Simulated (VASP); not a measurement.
# Ba (Pm-3m) in VASP: notebook

The runs below take Ba through single point, relaxation of cell and atoms, with BLYP.

Everything below comes from runs of VASP 6.6.1. Logs are shortened: lines on timing, memory, paths and dates and some standing lists are left out, and cuts for length are marked.

**1. The cell of the first run**

It takes space group Pm-3m (No. 221, cubic). The conventional cell has a = 4.072 Å, b = 4.072 Å, c = 4.072 Å, α = 90.00°, β = 90.00°, γ = 90.00°. Within 5.3 Å of Ba (site symmetry m-3m) lie 6 Ba at 4.07 Å.

**2. Single point, BLYP**

File INCAR:

```
PREC = Accurate
ENCUT = 500
EDIFF = 1E-6
ISMEAR = -1
SIGMA = 0.1
LREAL = F
LASPH = T
NELM = 120
ALGO = Normal
ISIF = 2
LWAVE = F
LCHARG = F
GGA = B5
ALDAX = 1.0
AGGAX = 1.0
AGGAC = 1.0
ALDAC = 0.0
NBANDS = 11
GGA_COMPAT = F
```

File KPOINTS:

```
regular mesh
0
Gamma
  8 8 8
```

File POSCAR:

```
Ba
1.0
    4.0716264249      0.0000000000      0.0000000000
    0.0000000000      4.0716264249      0.0000000000
    0.0000000000      0.0000000000      4.0716264249
Ba
1
Direct
    0.0000000000      0.0000000000      0.0000000000
```

Potentials or basis: VASP PAW PBE potentials, release 64 (Ba_sv).

On the command line:

```sh
cat potpaw_PBE.64/Ba_sv/POTCAR > POTCAR
mpirun -np 1 vasp_std > vasp.out
```

OUTCAR:

```text
PREC = Accurate
   ENCUT = 500
   EDIFF = 1E-6
   ISMEAR = -1
   LREAL = F
   LASPH = T
   NELM = 120
   ISIF = 2
   GGA = B5

 ion  position               nearest neighbor table
   1  0.000  0.000  0.000-

  LATTYP: Found a simple cubic cell.
 ALAT       =     4.0716264249

  Lattice vectors:

 A1 = (   4.0716264249,   0.0000000000,   0.0000000000)
 A2 = (   0.0000000000,   4.0716264249,   0.0000000000)
 A3 = (   0.0000000000,   0.0000000000,   4.0716264249)

Analysis of symmetry for initial positions (statically):
=====================================================================
 Subroutine PRICEL returns:
 Original cell was already a primitive cell.

 Routine SETGRP: Setting up the symmetry group for a
 simple cubic supercell.

 Subroutine GETGRP returns: Found 48 space group operations
 (whereof 48 operations were pure point group operations)
 out of a pool of 48 trial point group operations.

The static configuration has the point symmetry O_h .

Analysis of symmetry for dynamics (positions and initial velocities):
=====================================================================
 Subroutine PRICEL returns:
 Original cell was already a primitive cell.

 Routine SETGRP: Setting up the symmetry group for a
 simple cubic supercell.

 Subroutine GETGRP returns: Found 48 space group operations
 (whereof 48 operations were pure point group operations)
 out of a pool of 48 trial point group operations.

The dynamic configuration has the point symmetry O_h .

 Subroutine INISYM returns: Found 48 space group operations
 (whereof 48 operations are pure point group operations),
 and found     1 'primitive' translations

----------------------------------------------------------------------------------------

                                     Primitive cell

  volume of cell :      67.5000

  direct lattice vectors                    reciprocal lattice vectors
     4.071626425  0.000000000  0.000000000     0.245602100  0.000000000  0.000000000
     0.000000000  4.071626425  0.000000000     0.000000000  0.245602100  0.000000000
     0.000000000  0.000000000  4.071626425     0.000000000  0.000000000  0.245602100

  length of vectors
     4.071626425  4.071626425  4.071626425     0.245602100  0.245602100  0.245602100

  position of ions in fractional coordinates (direct lattice)
     0.000000000  0.000000000  0.000000000

  ion indices of the primitive-cell ions
   primitive index   ion index
                 1           1

----------------------------------------------------------------------------------------

 KPOINTS: regular mesh

Automatic generation of k-mesh.
 Grid dimensions read from file:
 generate k-points for:    8    8    8

 Generating k-lattice:

  Cartesian coordinates                     Fractional coordinates (reciprocal lattice)
     0.030700262  0.000000000  0.000000000     0.125000000  0.000000000  0.000000000
     0.000000000  0.030700262  0.000000000     0.000000000  0.125000000  0.000000000
     0.000000000  0.000000000  0.030700262     0.000000000  0.000000000  0.125000000

  Length of vectors
     0.030700262  0.030700262  0.030700262

  Shift w.r.t. Gamma in fractional coordinates (k-lattice)
     0.000000000  0.000000000  0.000000000

 Subroutine IBZKPT returns following result:
 ===========================================

 Found     35 irreducible k-points:

 Following reciprocal coordinates:
            Coordinates               Weight
  0.000000  0.000000  0.000000      1.000000
  0.125000  0.000000  0.000000      6.000000
  0.250000  0.000000  0.000000      6.000000
  0.375000  0.000000  0.000000      6.000000
  0.500000  0.000000  0.000000      3.000000
  0.125000  0.125000  0.000000     12.000000
[... 16 lines left out ...]
  0.375000  0.375000  0.125000     24.000000
  0.500000  0.375000  0.125000     24.000000
 [... further k-points ...]
   k-points           NKPTS =     35   k-points in BZ     NKDIM =     35   number of bands    NBANDS=     11
   number of dos      NEDOS =    301   number of ions     NIONS =      1
   total plane-waves  NPLWV =  27000
   dimension x,y,z NGX =    30 NGY =   30 NGZ =   30
   dimension x,y,z NGXF=    60 NGYF=   60 NGZF=   60
   ions per type =               1
   NGX,Y,Z   is equivalent  to a cutoff of  12.25, 12.25, 12.25 a.u.
   NGXF,Y,Z  is equivalent  to a cutoff of  24.50, 24.50, 24.50 a.u.
 SYSTEM =  unknown system
   PREC   = accura    normal or accurate (medium, high low for compatibility)
   ISTART =      0    job   : 0-new  1-cont  2-samecut
   ICHARG =      2    charge: 1-file 2-atom 10-const
   ISPIN  =      1    spin polarized calculation?
   LNONCOLLINEAR =      F non collinear calculations
   LSORBIT =      F    spin-orbit coupling
   LASPH  =      T    aspherical Exc in radial PAW
   ENCUT  =  500.0 eV  36.75 Ry    6.06 a.u.   7.42  7.42  7.42*2*pi/ulx,y,z
   NELM   =    120;   NELMIN=  2; NELMDL= -5     # of ELM steps
   EDIFF  = 0.1E-05   stopping-criterion for ELM
   LREAL  =      F    real-space projection
   EDIFFG = 0.1E-04   stopping-criterion for IOM
   NSW    =      0    number of steps for IOM
   IBRION =     -1    ionic relax: 0-MD 1-quasi-New 2-CG
   NFREE  =      0    steps in history (QN), initial steepest desc. (CG)
   ISIF   =      2    stress and relaxation
   ISYM   =      2    0-nonsym 1-usesym 2-fastsym
   POTIM  = 0.5000    time-step for ionic-motion
   TEBEG  =    0.0;   TEEND  =   0.0 temperature during run
   PSTRESS=    0.0 pullay stress
   NELECT =      10.0000    total number of electrons
   NUPDOWN=      -1.0000    fix difference up-down
   EMIN   =  10.00;   EMAX   =-10.00  energy-range for DOS
   EFERMI =   0.00;   METHOD = LEGACY
   ISMEAR =    -1;   SIGMA  =   0.10  broadening in eV -4-tet -1-fermi 0-gaus
   EFERMI_NEDOS =   21; number of points for ismear=-14 and -15
   IALGO  =     38    algorithm
   IMIX   =      4    mixing-type and parameters
     AMIX     =   0.40;   BMIX     =  1.00
     AMIX_MAG =   1.60;   BMIX_MAG =  1.00
  volume/ion in A,a.u.               =      67.50       455.51
  Fermi-wavevector in a.u.,A,eV,Ry     =   0.866244  1.636964 10.209522  0.750379
  Thomas-Fermi vector in A             =   1.984605
   LORBIT       =      0    0 simple, 1 ext, 2 COOP (PROOUT), +10 PAW based schemes
   GGA     = B5    functional components
   LHFCALC =     F    Hartree Fock is set to
   AEXX    =    0.0000 exact exchange contribution
   IVDW    =     0    specifies the selected vdW correction
   LEPSILON=     F    determine dielectric tensor
   LRPA    =     F    only Hartree local field effects (RPA)
 non-spin polarized calculation
  energy-cutoff  :      500.00
  volume of cell :       67.50
 maximum number of plane-waves:      1747
 NGX is ok and might be reduce to    30
   NGX = 15   NGY = 15   NGZ = 15

 number of electron      10.0000000 magnetization

 Free energy of the ion-electron system (eV)
  ---------------------------------------------------
  ext. energy  EPLUGINS =         0.00000000
  ---------------------------------------------------
  free energy    TOTEN  =        -0.96186824 eV

  energy without entropy =       -0.91362551  energy(sigma->0) =       -0.93774688

 E-fermi :   1.8254     XC(G=0):  -6.6927

 val. band max:        1.8117089704   @ k =   0.5000   0.5000   0.5000
 cond. band min:       1.8568006707   @ k =   0.0000   0.0000   0.0000
 fundamental gap:      0.0450917003
 Fermi energy:         1.8253609928

 k-point     1 :       0.0000    0.0000    0.0000
  band No.  band energies     occupation
      1     -27.4417      2.00000
      2     -12.4049      2.00000
      3     -12.4049      2.00000
      4     -12.4049      2.00000
      5      -0.6639      2.00000
      6       1.8568      0.84408
      7       1.8568      0.84408
      8       6.0894      0.00000
      9       6.0894      0.00000
     10       6.0894      0.00000
     11       8.9626      0.00000

 k-point     2 :       0.1250    0.0000    0.0000
  band No.  band energies     occupation
      1     -27.4357      2.00000
      2     -12.4905      2.00000
      3     -12.3975      2.00000
      4     -12.3975      2.00000
      5      -0.4548      2.00000
      6       1.9202      0.55859
      7       2.0620      0.17153
      8       5.6388      0.00000
      9       5.6388      0.00000
     10       6.1202      0.00000
     11       8.1383      0.00000

 k-point     3 :       0.2500    0.0000    0.0000
  band No.  band energies     occupation
      1     -27.4210      2.00000
      2     -12.6890      2.00000
      3     -12.3797      2.00000
      4     -12.3797      2.00000
      5       0.0708      2.00000
      6       2.0846      0.13927
      7       2.5325      0.00170
      8       4.8906      0.00000
      9       4.8906      0.00000
     10       6.1968      0.00000
     11       7.1691      0.00000

 k-point     4 :       0.3750    0.0000    0.0000
  band No.  band energies     occupation
      1     -27.4063      2.00000
      2     -12.8769      2.00000
      3     -12.3618      2.00000
      4     -12.3618      2.00000
      5       0.6982      1.99997
      6       2.2691      0.02337
      7       2.7291      0.00024
      8       4.3456      0.00000
      9       4.3456      0.00000
     10       6.2768      0.00000
     11       7.1979      0.00000

 k-point     5 :       0.5000    0.0000    0.0000
  band No.  band energies     occupation
      1     -27.4002      2.00000
      2     -12.9520      2.00000
      3     -12.3543      2.00000
      4     -12.3543      2.00000
      5       1.0537      1.99911
      6       2.3530      0.01017
      7       2.5929      0.00093
      8       4.1523      0.00000
      9       4.1523      0.00000
     10       6.3110      0.00000
     11       7.8190      0.00000
[... 211 lines left out ...]
 k-point    21 :       0.3750    0.2500    0.1250
  band No.  band energies     occupation
      1     -27.3803      2.00000
      2     -12.8307      2.00000
      3     -12.6251      2.00000
      4     -12.4176      2.00000
      5       1.4030      1.97112
      6       2.3514      0.01034
      7       3.2922      0.00000
      8       3.6736      0.00000
      9       4.7952      0.00000
     10       4.9484      0.00000
     11       8.0325      0.00000

 k-point    22 :       0.5000    0.2500    0.1250
  band No.  band energies     occupation
      1     -27.3742      2.00000
      2     -12.9036      2.00000
      3     -12.6157      2.00000
      4     -12.4097      2.00000
      5       1.6892      1.59216
      6       2.1190      0.10073
      7       3.3750      0.00000
      8       3.4059      0.00000
      9       4.8792      0.00000
     10       5.5006      0.00000
     11       7.8698      0.00000

 k-point    23 :       0.3750    0.3750    0.1250
  band No.  band energies     occupation
      1     -27.3659      2.00000
      2     -12.8087      2.00000
      3     -12.8010      2.00000
      4     -12.3991      2.00000
      5       1.3487      1.98312
      6       2.4152      0.00547
      7       3.6351      0.00000
      8       3.7311      0.00000
      9       5.1020      0.00000
     10       5.1128      0.00000
     11       8.0190      0.00000

 k-point    24 :       0.5000    0.3750    0.1250
  band No.  band energies     occupation
      1     -27.3599      2.00000
      2     -12.8768      2.00000
      3     -12.7941      2.00000
      4     -12.3914      2.00000
      5       1.2481      1.99380
      6       2.5571      0.00133
      7       3.4983      0.00000
      8       3.7455      0.00000
      9       5.1738      0.00000
     10       5.8432      0.00000
     11       7.7064      0.00000

 [... further k-points ...]

------------------------ aborting loop because EDIFF is reached ----------------------------------------

  FORCE on cell =-STRESS in cart. coord.  units (eV):
  Direction    XX          YY          ZZ          XY          YZ          ZX
  --------------------------------------------------------------------------------------
  -------------------------------------------------------------------------------------
  Total        0.0412062      0.0412062      0.0412062      0.0000000     -0.0000000      0.0000000
  in kB        0.9780678      0.9780678      0.9780678      0.0000000     -0.0000000      0.0000000
  external PRESSURE =       0.9780678 kB  Pullay stress =       0.0000000 kB

 VOLUME and BASIS-vectors are now :
 -----------------------------------------------------------------------------
  energy-cutoff  :      500.00
  volume of cell :       67.50
      direct lattice vectors                 reciprocal lattice vectors
     4.071626425  0.000000000  0.000000000     0.245602100  0.000000000  0.000000000
     0.000000000  4.071626425  0.000000000     0.000000000  0.245602100  0.000000000
     0.000000000  0.000000000  4.071626425     0.000000000  0.000000000  0.245602100

 POSITION                                       TOTAL-FORCE (eV/Angst)
 -----------------------------------------------------------------------------------
      0.00000      0.00000      0.00000         0.000000      0.000000      0.000000
 -----------------------------------------------------------------------------------
    total drift:                               -0.000000      0.000000     -0.000000

  FREE ENERGIE OF THE ION-ELECTRON SYSTEM (eV)
  ---------------------------------------------------
  free  energy   TOTEN  =        -0.9618682446 eV

  energy  without entropy=       -0.9136255128  energy(sigma->0) =       -0.93774688
```

Wall time 38 s (1 thread of Intel Xeon 8259CL, shared host); peak memory 0.17 GiB.

What came out:

* Free energy: -0.9619 eV
* Pressure: 0.1 GPa
* Band gap on the k mesh: zero (band 5 reaches 1.81 eV, above the bottom of band 6 at 1.80 eV)

Levels at points of the mesh, in eV from the Fermi level:
```tsv
k point	band 3	band 4	band 5	band 6	band 7	band 8
(0.00, 0.00, 0.00)	-14.23	-14.23	-2.49	0.03	0.03	4.26
(0.50, 0.00, 0.00)	-14.18	-14.18	-0.77	0.53	0.77	2.33
(0.50, 0.50, 0.00)	-14.70	-14.13	-0.84	0.52	2.74	2.74
(0.50, 0.50, 0.50)	-14.63	-14.63	-0.01	-0.01	-0.01	4.01
```

Caveat: the PAW data sets were made with another functional, which shifts forces and pressure a little; spin-orbit coupling is left out, which moves the levels of the heavy elements.

**3. Single point, BLYP**

File INCAR:

```
SYSTEM = Ba
PREC     = Accurate       ! precision mode
ENCUT    = 500            ! plane-wave cutoff, eV
EDIFF    = 1E-6           ! SCF threshold, eV
ISMEAR   = -1             ! smearing method
SIGMA    = 0.1            ! smearing width, eV
LREAL    = .FALSE.        ! projectors in reciprocal space
LASPH    = .TRUE.         ! aspherical terms in the spheres
NELM     = 120            ! most SCF steps
ALGO     = Normal         ! electronic algorithm
ISIF     = 2              ! what is computed and relaxed
LWAVE    = .FALSE.        ! write WAVECAR
LCHARG   = .TRUE.         ! write CHGCAR
GGA      = B5             ! functional
ALDAX    = 1.0          
AGGAX    = 1.0          
AGGAC    = 1.0          
ALDAC    = 0.0          
LELF     = .TRUE.         ! ELF
LVHAR    = .TRUE.       
NBANDS   = 11             ! bands
GGA_COMPAT= .FALSE.
```

File KPOINTS:

```
regular mesh
0
G
  9 9 9
  0 0 0
```

POSCAR is that of step 2.

Potentials or basis: VASP PAW PBE potentials, release 64 (Ba_sv).

On the command line:

```sh
cat potpaw_PBE.64/Ba_sv/POTCAR > POTCAR
mpirun -np 1 vasp_std > vasp.out
```

Run time: 42 s. Hardware: 1 thread of Intel Xeon 8259CL, shared host; peak memory 0.18 GiB.

Results (log left out):

```yaml
Free_energy: -0.9626 eV
Pressure: 0.1 GPa
Band_gap_on_the_k_mesh: 0.07 eV, indirect (least direct gap 0.11 eV)
```

Levels at points of the mesh, in eV from the valence-band top:
```
           k point  band 1  band 2  band 3  band 4  band 5  band 6  band 7  band 8  band 9  band 10
(0.00, 0.00, 0.00)  -29.23  -14.19  -14.19  -14.19   -2.45    0.07    0.07    4.31    4.31     4.31
```

Caveat: the PAW data sets were made with another functional, which shifts forces and pressure a little; spin-orbit coupling is left out, which moves the levels of the heavy elements.

**4. Single point, BLYP (volume scaled by 1.08)**

File INCAR:

```
  AGGAC = 1.0
  AGGAX = 1.0
  ALDAC = 0.0
  ALDAX = 1.0
  ALGO = Normal
  EDIFF = 1E-6
  ENCUT = 500
  GGA = B5
  GGA_COMPAT = False
  ISIF = 2
  ISMEAR = -1
  LASPH = True
  LCHARG = True
  LELF = True
  LREAL = False
  LVHAR = True
  LWAVE = False
  NBANDS = 11
  NELM = 120
  PREC = Accurate
  SIGMA = 0.1
```

File KPOINTS:

```
k-points
0
Gamma
  9 9 9
```

File POSCAR:

```
Ba
1.0
    4.1774299503      0.0000000000      0.0000000000
    0.0000000000      4.1774299503      0.0000000000
    0.0000000000      0.0000000000      4.1774299503
Ba
1
Direct
    0.0000000000      0.0000000000      0.0000000000
```

On the command line:

```sh
cat potpaw_PBE.64/Ba_sv/POTCAR > POTCAR
mpirun -np 1 vasp_std > vasp.out
```

It took 43 s on 1 thread of Intel Xeon 8259CL, shared host; peak memory 0.17 GiB.

Results (log left out):

```
Free energy : -0.9592 eV
Pressure    : -0.3 GPa
```

Levels at points of the mesh, in eV from the Fermi level:
```tsv
k point	band 2	band 3	band 4	band 5	band 6	band 7	band 8	band 9
(0.00, 0.00, 0.00)	-14.37	-14.37	-14.37	-2.46	0.05	0.05	3.94	3.94
```

Caveat: the PAW data sets were made with another functional, which shifts forces and pressure a little; spin-orbit coupling is left out, which moves the levels of the heavy elements.

(Part 1 of 2 ends here.)
